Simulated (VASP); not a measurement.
A run of VASP 6.6.1 is set up as follows.

The input POSCAR:

```
Mg
1.0
    3.1066653474      0.0000000000      0.0000000000
   -1.5533326737      2.6904511119      0.0000000000
    0.0000000000      0.0000000000      5.2812698450
Mg
2
Direct
    0.6666666667      0.3333333333      0.2500000000
    0.3333333333      0.6666666667      0.7500000000
```

The input INCAR.step1:

```
ALGO = Normal
EDIFF = 1E-4
ENCUT = 520
GGA = PE
ISMEAR = 0
LASPH = T
LCHARG = F
LREAL = F
LWAVE = T
NBANDS = 9
NELM = 60
PREC = Accurate
SIGMA = 0.1
```

File INCAR.step2:

```
ALGO = Normal
EDIFF = 1E-7
ENCUT = 520
ISIF = 2
ISMEAR = 0
ISTART = 1
LASPH = T
LCHARG = T
LELF = T
LMIXTAU = T
LREAL = F
LVHAR = T
LWAVE = F
METAGGA = R2SCAN
NBANDS = 9
NELM = 60
PREC = Accurate
SIGMA = 0.1
```

Contents of KPOINTS:

```
k-points
0
Gamma
  12 12 7
```

Potentials or basis: VASP PAW PBE potentials, release 64 (Mg).

Command:

```console
$ cat potpaw_PBE.64/Mg/POTCAR > POTCAR
$ cp INCAR.step1 INCAR
$ mpirun -np 1 vasp_std > vasp.out
$ cp INCAR.step2 INCAR
$ mpirun -np 1 vasp_std > vasp.out
```

**Question.** Predict the pressure.

**Answer.** 0.7 GPa.

**Question.** What does it give for the band gap on the k mesh?

**Answer.** Zero (band 2 reaches 3.97 eV, above the bottom of band 3 at 1.22 eV).

Stress tensor (GPa, compression positive):
```
 2.10  0.00  0.00
 0.00  2.10  0.00
 0.00  0.00 -1.96
```

Caveat: the PAW data sets were made with another functional, which shifts forces and pressure a little.
